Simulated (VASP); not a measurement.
# Al2Cu (P4/mmm) in VASP: further runs, part 2 of 2

VASP 6.6.1. Earlier steps stand in the parts before.

## (4) Single point, PBE

This run uses another cell than the first one, of 17.89 Å³/atom.

INCAR reads:

```
SYSTEM = Al2Cu
PREC     = Accurate       ! precision mode
ENCUT    = 520            ! plane-wave cutoff, eV
EDIFF    = 1E-6           ! SCF threshold, eV
ISMEAR   = 0              ! smearing method
SIGMA    = 0.15           ! smearing width, eV
LREAL    = .False.        ! projectors in reciprocal space
LASPH    = .True.         ! aspherical terms in the spheres
NELM     = 100            ! most SCF steps
ALGO     = Fast           ! electronic algorithm
ISIF     = 2              ! what is computed and relaxed
LWAVE    = .False.        ! write WAVECAR
LCHARG   = .False.        ! write CHGCAR
GGA      = PE             ! functional
NBANDS   = 16             ! bands
```

KPOINTS reads:

```
Automatic mesh
0
Gamma
  10 10 14
  0 0 0
```

POSCAR reads:

```
Al2Cu
1.0
    4.3135000000      0.0000000000      0.0000000000
    0.0000000000      4.3135000000      0.0000000000
    0.0000000000      0.0000000000      2.8847334069
Al Cu
2 1
Direct
    0.5000000000      0.0000000000      0.5000000000
    0.0000000000      0.5000000000      0.5000000000
    0.0000000000      0.0000000000      0.0000000000
```

Potentials or basis: VASP PAW PBE potentials, release 64 (Al, Cu).

Started as:

```console
$ cat potpaw_PBE.64/Al/POTCAR potpaw_PBE.64/Cu/POTCAR > POTCAR
$ mpirun -np 1 vasp_std > vasp.out
```

OUTCAR:

```text
SYSTEM = Al2Cu
   PREC = Accurate
   ENCUT = 520
   EDIFF = 1E-6
   ISMEAR = 0
   LREAL = .False.
   LASPH = .True.
   NELM = 100
   ISIF = 2
   GGA = PE

 ion  position               nearest neighbor table
   1  0.500  0.000  0.500-   3 2.59   3 2.59   3 2.59   3 2.59   2 3.05   2 3.05   2 3.05   2 3.05

   2  0.000  0.500  0.500-   3 2.59   3 2.59   3 2.59   3 2.59   1 3.05   1 3.05   1 3.05   1 3.05

   3  0.000  0.000  0.000-   1 2.59   2 2.59   1 2.59   2 2.59   2 2.59   2 2.59   1 2.59   1 2.59

  LATTYP: Found a simple tetragonal cell.
 ALAT       =     4.3135000000
[... 652 lines left out ...]
  FORCE on cell =-STRESS in cart. coord.  units (eV):
  Direction    XX          YY          ZZ          XY          YZ          ZX
  --------------------------------------------------------------------------------------
  -------------------------------------------------------------------------------------
  Total       -2.2798494     -2.2798494     -1.7816735      0.0000000      0.0000000      0.0000000
  in kB      -68.0536548    -68.0536548    -53.1830727      0.0000000      0.0000000      0.0000000
  external PRESSURE =     -63.0967941 kB  Pullay stress =       0.0000000 kB

 VOLUME and BASIS-vectors are now :
 -----------------------------------------------------------------------------
  energy-cutoff  :      520.00
  volume of cell :       53.67
      direct lattice vectors                 reciprocal lattice vectors
     4.313500000  0.000000000  0.000000000     0.231830300  0.000000000  0.000000000
     0.000000000  4.313500000  0.000000000     0.000000000  0.231830300  0.000000000
     0.000000000  0.000000000  2.884733407     0.000000000  0.000000000  0.346652484

 POSITION                                       TOTAL-FORCE (eV/Angst)
 -----------------------------------------------------------------------------------
      2.15675      0.00000      1.44237         0.000000      0.000000      0.000000
      0.00000      2.15675      1.44237         0.000000      0.000000      0.000000
      0.00000      0.00000      0.00000         0.000000      0.000000      0.000000
 -----------------------------------------------------------------------------------
    total drift:                                0.000000     -0.000000      0.000000

  FREE ENERGIE OF THE ION-ELECTRON SYSTEM (eV)
  ---------------------------------------------------
  free  energy   TOTEN  =       -11.1964429082 eV

  energy  without entropy=      -11.1850453745  energy(sigma->0) =      -11.19074414
```

OSZICAR:

```text
N       E                     dE             d eps       ncg     rms          rms(c)
DAV:   1     0.606524676585E+02    0.60652E+02   -0.67937E+03  5384   0.107E+03
DAV:   2    -0.105734897862E+02   -0.71226E+02   -0.62906E+02  5664   0.194E+02
DAV:   3    -0.130544836625E+02   -0.24810E+01   -0.24207E+01  7400   0.415E+01
DAV:   4    -0.131112308048E+02   -0.56747E-01   -0.56725E-01  6376   0.532E+00
DAV:   5    -0.131144040855E+02   -0.31733E-02   -0.31732E-02  8744   0.146E+00    0.132E+01
RMM:   6    -0.150458827068E+02   -0.19315E+01   -0.32238E+01  6660   0.860E+01    0.118E+01
RMM:   7    -0.113052614985E+02    0.37406E+01   -0.91439E+00  5997   0.496E+01    0.164E+00
RMM:   8    -0.112069446151E+02    0.98317E-01   -0.88613E-01  5741   0.145E+01    0.139E+00
RMM:   9    -0.111945190158E+02    0.12426E-01   -0.10668E-01  6366   0.436E+00    0.334E-01
RMM:  10    -0.111992900427E+02   -0.47710E-02   -0.43076E-02  6740   0.257E+00    0.498E-01
RMM:  11    -0.111960457114E+02    0.32443E-02   -0.13676E-02  6697   0.169E+00    0.520E-02
RMM:  12    -0.111964493185E+02   -0.40361E-03   -0.36088E-03  7488   0.501E-01    0.749E-02
RMM:  13    -0.111966245039E+02   -0.17519E-03   -0.13004E-03  6678   0.468E-01    0.954E-02
RMM:  14    -0.111964246088E+02    0.19990E-03   -0.43804E-04  6504   0.268E-01    0.138E-02
RMM:  15    -0.111964426783E+02   -0.18070E-04   -0.18134E-04  7925   0.892E-02    0.170E-02
RMM:  16    -0.111964454136E+02   -0.27352E-05   -0.23080E-05  7182   0.417E-02    0.231E-02
RMM:  17    -0.111964432903E+02    0.21232E-05   -0.10440E-05  6385   0.498E-02    0.130E-02
RMM:  18    -0.111964429082E+02    0.38214E-06   -0.31835E-06  4988   0.147E-02
   1 F= -.11196443E+02 E0= -.11190744E+02  d E =-.113975E-01
```

stdout:

```text
POSCAR found type information on POSCAR AlCu
 POSCAR found :  2 types and       3 ions
 scaLAPACK will be used
 LDA part: xc-table for (Slater+PW92), standard interpolation
 POSCAR, INCAR and KPOINTS ok, starting setup
 FFT: planning ... GRIDC
 FFT: planning ... GRID_SOFT
 FFT: planning ... GRID
 WAVECAR not read
 entering main loop
```

Run time: 71 s. Hardware: 1 thread of Intel Xeon Platinum 8559C (Emerald Rapids), shared host; peak memory 0.26 GiB.

What came out:

```yaml
Free_energy: -11.1964 eV
Pressure: -6.3 GPa
Band_gap_on_the_k_mesh: zero (an odd number of electrons rules out a gap without spin polarisation)
```

Caveat: the cell stands under tension.

## (5) The runs side by side

| cell | further INCAR settings | gap on the mesh (eV) | pressure (GPa) |
| --- | --- | --- | --- |
| a = 4.121, b = 4.121, c = 3.115 Å, 3 atoms | ALGO = Fast; EDIFF = 1e-07; NBANDS = 16 | none | -5.2 |
| a = 4.410, b = 4.410, c = 2.731 Å, 3 atoms | ALGO = Fast; EDIFF = 1e-06; NBANDS = 16 | none | -4.7 |
| a = 4.314, b = 4.314, c = 2.885 Å, 3 atoms | ALGO = Fast; EDIFF = 1e-06; NBANDS = 16 | none | -6.3 |

Alike in all rows: task single point; level PBE; potentials or basis VASP PAW PBE potentials, release 64 (Al, Cu); no spin polarisation; k mesh 10 × 10 × 14; cutoff (eV) 520; smearing gaussian 0.15 eV.

Caveats: the cell stands under tension (at least some runs); the stress differs along the axes, from -7 to -0 GPa (at least some runs).

Total energies depend on the potentials used, so only differences within one code and one set of settings carry meaning.
